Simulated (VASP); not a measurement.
# C (Fddd) in VASP: notebook

The runs below take C through single point, with LDA.

Program: VASP 6.6.1. These are calculated values, not measurements. Logs are shortened: lines on timing, memory, paths and dates and some standing lists are left out, and cuts for length are marked.

**1. The cell of the first run**

It takes space group Fddd (No. 70, orthorhombic). Conventional cell: a = 3.042 Å, b = 3.717 Å, c = 3.836 Å, α = 90.00°, β = 90.00°, γ = 90.00°. C (site symmetry 222) has 4 C at 1.54 Å within 2.0 Å.

**2. Single point, LDA**

Input file INCAR:

```
  ALGO = Normal
  EDIFF = 1E-7
  ENCUT = 520
  GGA = CA
  ISIF = 2
  ISMEAR = 0
  LASPH = T
  LCHARG = F
  LREAL = F
  LWAVE = F
  NBANDS = 11
  NELM = 80
  PREC = Accurate
  SIGMA = 0.05
```

Input file KPOINTS:

```
k-points
0
Gamma
  12 12 12
```

Input file POSCAR:

```
C
1.0
    0.0000000000      1.9180677783      1.8584730372
    1.5207695043      0.0000000000      1.8584730372
    1.5207695043      1.9180677783      0.0000000000
C
2
Direct
    0.5000000000      0.5000000000      0.5000000000
    0.7500000000      0.7500000000      0.7500000000
```

Potentials or basis: VASP PAW LDA potentials, release 64 (C).

Command:

```console
> cat potpaw_LDA.64/C/POTCAR > POTCAR
> mpirun -np 1 vasp_std > vasp.out
```

OUTCAR:

```text
EDIFF = 1E-7
   ENCUT = 520
   GGA = CA
   ISIF = 2
   ISMEAR = 0
   LASPH = T
   LREAL = F
   NELM = 80
   PREC = Accurate

 ion  position               nearest neighbor table
   1  0.500  0.500  0.500-   2 1.54   2 1.54   2 1.54   2 1.54
   2  0.750  0.750  0.750-   1 1.54   1 1.54   1 1.54   1 1.54

  LATTYP: Found a face centered orthorhombic cell.
 ALAT       =     3.0415390086
 B/A-ratio  =     1.2220609579
 C/A-ratio  =     1.2612481858

  Lattice vectors:

 A1 = (   0.0000000000,   1.9180677783,  -1.8584730372)
 A2 = (   1.5207695043,   1.9180677783,   0.0000000000)
 A3 = (   1.5207695043,   0.0000000000,  -1.8584730372)

Analysis of symmetry for initial positions (statically):
=====================================================================
 Subroutine PRICEL returns:
 Original cell was already a primitive cell.

 Routine SETGRP: Setting up the symmetry group for a
 face centered orthorhombic supercell.

 Subroutine GETGRP returns: Found  8 space group operations
 (whereof  4 operations were pure point group operations)
 out of a pool of  8 trial point group operations.

The static configuration has the point symmetry D_2 .
 The point group associated with its full space group is D_2h.

Analysis of symmetry for dynamics (positions and initial velocities):
=====================================================================
 Subroutine PRICEL returns:
 Original cell was already a primitive cell.

 Routine SETGRP: Setting up the symmetry group for a
 face centered orthorhombic supercell.

 Subroutine GETGRP returns: Found  8 space group operations
 (whereof  4 operations were pure point group operations)
 out of a pool of  8 trial point group operations.

The dynamic configuration has the point symmetry D_2 .
 The point group associated with its full space group is D_2h.

 Subroutine INISYM returns: Found  8 space group operations
 (whereof  4 operations are pure point group operations),
 and found     1 'primitive' translations

----------------------------------------------------------------------------------------

                                     Primitive cell

  volume of cell :      10.8421

  direct lattice vectors                    reciprocal lattice vectors
     0.000000000  1.918067778  1.858473037    -0.328780922  0.260679005  0.269038070
     1.520769504  0.000000000  1.858473037     0.328780922 -0.260679005  0.269038070
     1.520769504  1.918067778  0.000000000     0.328780922  0.260679005 -0.269038070

  length of vectors
     2.670750088  2.401387498  2.447799805     0.498429455  0.498429455  0.498429455

  position of ions in fractional coordinates (direct lattice)
     0.500000000  0.500000000  0.500000000
     0.750000000  0.750000000  0.750000000

  ion indices of the primitive-cell ions
   primitive index   ion index
                 1           1
                 2           2

----------------------------------------------------------------------------------------

 KPOINTS: k-points

Automatic generation of k-mesh.
 Grid dimensions read from file:
 generate k-points for:   12   12   12

 Generating k-lattice:

  Cartesian coordinates                     Fractional coordinates (reciprocal lattice)
    -0.027398410  0.021723250  0.022419839     0.083333333  0.000000000  0.000000000
     0.027398410 -0.021723250  0.022419839    -0.000000000  0.083333333 -0.000000000
     0.027398410  0.021723250 -0.022419839     0.000000000  0.000000000  0.083333333

  Length of vectors
     0.041535788  0.041535788  0.041535788

  Shift w.r.t. Gamma in fractional coordinates (k-lattice)
     0.000000000  0.000000000  0.000000000

 Subroutine IBZKPT returns following result:
 ===========================================

 Found    280 irreducible k-points:

 Following reciprocal coordinates:
            Coordinates               Weight
  0.000000  0.000000  0.000000      1.000000
  0.083333  0.000000  0.000000      8.000000
  0.166667 -0.000000 -0.000000      8.000000
  0.250000  0.000000  0.000000      8.000000
  0.333333  0.000000 -0.000000      8.000000
  0.416667  0.000000 -0.000000      8.000000
[... 16 lines left out ...]
  0.500000  0.166667 -0.000000      8.000000
 -0.416667  0.166667  0.000000      8.000000
 [... further k-points ...]
   k-points           NKPTS =    280   k-points in BZ     NKDIM =    280   number of bands    NBANDS=     11
   number of dos      NEDOS =    301   number of ions     NIONS =      2
   total plane-waves  NPLWV =   6480
   dimension x,y,z NGX =    20 NGY =   18 NGZ =   18
   dimension x,y,z NGXF=    40 NGYF=   36 NGZF=   36
   ions per type =               2
   NGX,Y,Z   is equivalent  to a cutoff of  12.45, 12.46, 12.22 a.u.
   NGXF,Y,Z  is equivalent  to a cutoff of  24.90, 24.92, 24.45 a.u.
 SYSTEM =  unknown system
   PREC   = accura    normal or accurate (medium, high low for compatibility)
   ISTART =      0    job   : 0-new  1-cont  2-samecut
   ICHARG =      2    charge: 1-file 2-atom 10-const
   ISPIN  =      1    spin polarized calculation?
   LNONCOLLINEAR =      F non collinear calculations
   LSORBIT =      F    spin-orbit coupling
   LASPH  =      T    aspherical Exc in radial PAW
   ENCUT  =  520.0 eV  38.22 Ry    6.18 a.u.   4.97  4.46  4.55*2*pi/ulx,y,z
   NELM   =     80;   NELMIN=  2; NELMDL= -5     # of ELM steps
   EDIFF  = 0.1E-06   stopping-criterion for ELM
   LREAL  =      F    real-space projection
   EDIFFG = 0.1E-05   stopping-criterion for IOM
   NSW    =      0    number of steps for IOM
   IBRION =     -1    ionic relax: 0-MD 1-quasi-New 2-CG
   NFREE  =      0    steps in history (QN), initial steepest desc. (CG)
   ISIF   =      2    stress and relaxation
   ISYM   =      2    0-nonsym 1-usesym 2-fastsym
   POTIM  = 0.5000    time-step for ionic-motion
   TEBEG  =    0.0;   TEEND  =   0.0 temperature during run
   PSTRESS=    0.0 pullay stress
   NELECT =       8.0000    total number of electrons
   NUPDOWN=      -1.0000    fix difference up-down
   EMIN   =  10.00;   EMAX   =-10.00  energy-range for DOS
   EFERMI =   0.00;   METHOD = LEGACY
   ISMEAR =     0;   SIGMA  =   0.05  broadening in eV -4-tet -1-fermi 0-gaus
   EFERMI_NEDOS =   21; number of points for ismear=-14 and -15
   IALGO  =     38    algorithm
   IMIX   =      4    mixing-type and parameters
     AMIX     =   0.40;   BMIX     =  1.00
     AMIX_MAG =   1.60;   BMIX_MAG =  1.00
  volume/ion in A,a.u.               =       5.42        36.58
  Fermi-wavevector in a.u.,A,eV,Ry     =   1.479336  2.795541 29.775484  2.188436
  Thomas-Fermi vector in A             =   2.593507
   LORBIT       =      0    0 simple, 1 ext, 2 COOP (PROOUT), +10 PAW based schemes
   GGA     = CA    functional components
   LHFCALC =     F    Hartree Fock is set to
   AEXX    =    0.0000 exact exchange contribution
   IVDW    =     0    specifies the selected vdW correction
   LEPSILON=     F    determine dielectric tensor
   LRPA    =     F    only Hartree local field effects (RPA)
 non-spin polarized calculation
 Gauss-broadening in eV      SIGMA  =   0.05
  energy-cutoff  :      520.00
  volume of cell :       10.84
 maximum number of plane-waves:       305
   NGX =  9   NGY =  9   NGZ =  9

 number of electron       7.9999999 magnetization

 Free energy of the ion-electron system (eV)
  ---------------------------------------------------
  ext. energy  EPLUGINS =         0.00000000
  ---------------------------------------------------
  free energy    TOTEN  =       -19.34874183 eV

  energy without entropy =      -19.34860264  energy(sigma->0) =      -19.34867224

 E-fermi :  11.6398     XC(G=0): -13.7681

 val. band max:       11.6258625718   @ k =   0.0833   0.0000   0.0000
 cond. band min:      11.7430566205   @ k =  -0.0833   0.3333   0.3333
 fundamental gap:      0.1171940488
 Fermi energy:        11.6398482667

 k-point     1 :       0.0000    0.0000    0.0000
  band No.  band energies     occupation
      1     -11.4666      2.00000
      2       9.1869      2.00000
      3       9.9250      2.00000
      4      12.2598      0.00000
      5      14.8540      0.00000
      6      17.3060      0.00000
      7      17.6908      0.00000
      8      24.5393      0.00000
      9      30.6403      0.00000
     10      32.0373      0.00000
     11      34.4405      0.00000

 k-point     2 :       0.0833    0.0000    0.0000
  band No.  band energies     occupation
      1     -11.2628      2.00000
      2       8.6073      2.00000
      3       9.3645      2.00000
      4      11.6259      1.30758
      5      15.0863      0.00000
      6      17.6836      0.00000
      7      18.3138      0.00000
      8      24.6835      0.00000
      9      30.9235      0.00000
     10      31.2423      0.00000
     11      33.5514      0.00000

 k-point     3 :       0.1667   -0.0000   -0.0000
  band No.  band energies     occupation
      1     -10.6537      2.00000
      2       6.6598      2.00000
      3       8.3392      2.00000
      4      10.7085      2.00000
      5      15.5339      0.00000
      6      18.2161      0.00000
      7      19.5934      0.00000
      8      25.1229      0.00000
      9      30.6940      0.00000
     10      31.4068      0.00000
     11      32.8916      0.00000

 k-point     4 :       0.2500    0.0000    0.0000
  band No.  band energies     occupation
      1      -9.6464      2.00000
      2       3.9414      2.00000
      3       7.3717      2.00000
      4      10.0090      2.00000
      5      15.8772      0.00000
      6      18.4285      0.00000
      7      20.8548      0.00000
      8      25.7961      0.00000
      9      30.6327      0.00000
     10      32.2420      0.00000
     11      33.7279      0.00000
[... 239 lines left out ...]
 k-point    22 :       0.4167    0.1667    0.0000
  band No.  band energies     occupation
      1      -7.3510      2.00000
      2       1.0395      2.00000
      3       4.9317      2.00000
      4       7.4020      2.00000
      5      17.9482      0.00000
      6      18.5811      0.00000
      7      24.1515      0.00000
      8      24.7152      0.00000
      9      30.6465      0.00000
     10      31.3072      0.00000
     11      37.5270      0.00000

 k-point    23 :       0.5000    0.1667   -0.0000
  band No.  band energies     occupation
      1      -5.6258      2.00000
      2      -1.3959      2.00000
      3       4.2290      2.00000
      4       7.3092      2.00000
      5      17.8439      0.00000
      6      18.9585      0.00000
      7      24.1455      0.00000
      8      25.9730      0.00000
      9      30.2778      0.00000
     10      32.8744      0.00000
     11      38.8149      0.00000

 k-point    24 :      -0.4167    0.1667    0.0000
  band No.  band energies     occupation
      1      -4.6362      2.00000
      2      -2.5539      2.00000
      3       3.8560      2.00000
      4       7.4905      2.00000
      5      17.6591      0.00000
      6      19.3691      0.00000
      7      23.7014      0.00000
      8      25.9544      0.00000
      9      31.1883      0.00000
     10      34.2568      0.00000
     11      37.9199      0.00000

 [... further k-points ...]
[... 5 lines left out ...]
  --------------------------------------------------------------------------------------
  -------------------------------------------------------------------------------------
  Total        7.9093575     -4.4802149     -1.5348556      0.0000000      0.0000000      0.0000000
  in kB     1168.7945704   -662.0576675   -226.8112007      0.0000000      0.0000000      0.0000000
  external PRESSURE =      93.3085674 kB  Pullay stress =       0.0000000 kB

 VOLUME and BASIS-vectors are now :
 -----------------------------------------------------------------------------
  energy-cutoff  :      520.00
  volume of cell :       10.84
      direct lattice vectors                 reciprocal lattice vectors
     0.000000000  1.918067778  1.858473037    -0.328780922  0.260679005  0.269038070
     1.520769504  0.000000000  1.858473037     0.328780922 -0.260679005  0.269038070
     1.520769504  1.918067778  0.000000000     0.328780922  0.260679005 -0.269038070

 POSITION                                       TOTAL-FORCE (eV/Angst)
 -----------------------------------------------------------------------------------
      1.52077      1.91807      1.85847         0.000000      0.000000      0.000000
      2.28115      2.87710      2.78771        -0.000000     -0.000000     -0.000000
 -----------------------------------------------------------------------------------
    total drift:                                0.000000     -0.000000      0.000000

  FREE ENERGIE OF THE ION-ELECTRON SYSTEM (eV)
  ---------------------------------------------------
  free  energy   TOTEN  =       -19.3487418345 eV

  energy  without entropy=      -19.3486026403  energy(sigma->0) =      -19.34867224
```

Wall time 15 s (1 thread of Intel Xeon Platinum 8488C (Sapphire Rapids), shared host); peak memory 0.13 GiB.

Results:

```yaml
Free_energy: -19.3487 eV
Pressure: 9.3 GPa
Band_gap_on_the_k_mesh: zero (band 4 reaches 12.26 eV, above the bottom of band 5 at 11.30 eV)
```

Stress tensor (GPa, compression positive):
```
116.88   0.00   0.00
  0.00 -66.21   0.00
  0.00   0.00 -22.68
```

Caveat: the cell differs from its parent crystal (strain +e along x and -e along y -0.1125, strain +e along z and -e/2 along x and y +0.0525).

**3. Single point, LDA**

Input file INCAR:

```
SYSTEM = C
ALGO     = Normal         ! electronic algorithm
EDIFF    = 1E-6           ! SCF threshold, eV
ENCUT    = 520            ! plane-wave cutoff, eV
GGA      = CA             ! functional
ISIF     = 2              ! what is computed and relaxed
ISMEAR   = 0              ! smearing method
LASPH    = .True.         ! aspherical terms in the spheres
LCHARG   = .False.        ! write CHGCAR
LREAL    = .False.        ! projectors in reciprocal space
LWAVE    = .False.        ! write WAVECAR
NBANDS   = 11             ! bands
NELM     = 100            ! most SCF steps
PREC     = Accurate       ! precision mode
SIGMA    = 0.05           ! smearing width, eV
```

Input file KPOINTS:

```
k-points
0
Gamma
  12 12 12
  0 0 0
```

Input file POSCAR:

```
C
1.0
    0.0000000000      1.9489687552      1.7966710835
    1.5516704812      0.0000000000      1.7966710835
    1.5516704812      1.9489687552      0.0000000000
C
2
Direct
    0.5000000000      0.5000000000      0.5000000000
    0.7500000000      0.7500000000      0.7500000000
```

Potentials or basis: VASP PAW LDA potentials, release 64 (C).

Command:

```console
> cat potpaw_LDA.64/C/POTCAR > POTCAR
> mpirun -np 1 vasp_std > vasp.out
```

Wall time 17 s (1 thread of Intel Xeon Platinum 8488C (Sapphire Rapids), shared host); peak memory 0.13 GiB.

Results (log left out):

```
Free energy            : -19.4257 eV
Pressure               : 8.5 GPa
Band gap on the k mesh : zero (band 4 reaches 12.07 eV, above the bottom of band 5 at 11.74 eV)
```

Stress tensor (GPa, compression positive):
```
108.28   0.00   0.00
  0.00 -95.24   0.00
  0.00   0.00  12.34
```

Levels at points of the mesh, in eV from the Fermi level:
| k point | band 1 | band 2 | band 3 | band 4 | band 5 | band 6 | band 7 | band 8 |
| --- | --- | --- | --- | --- | --- | --- | --- | --- |
| (0.00, 0.00, 0.00) | -23.22 | -3.05 | -1.24 | 0.32 | 3.21 | 5.01 | 6.00 | 12.51 |
| (0.50, 0.00, 0.00) | -16.95 | -15.05 | -5.87 | -2.56 | 4.12 | 6.85 | 11.16 | 14.90 |
| (0.50, 0.50, 0.00) | -14.51 | -14.51 | -7.16 | -7.16 | 4.42 | 4.42 | 13.62 | 13.62 |
| (0.50, 0.00, 0.50) | -15.78 | -15.78 | -5.98 | -5.98 | 6.26 | 6.26 | 14.34 | 14.34 |
| (0.00, 0.50, 0.50) | -12.03 | -12.03 | -9.52 | -9.52 | 0.70 | 0.70 | 15.89 | 15.89 |

Caveat: the cell differs from its parent crystal (strain +e along x and -e along y -0.1125, strain +e along z and -e/2 along x and y +0.0175).
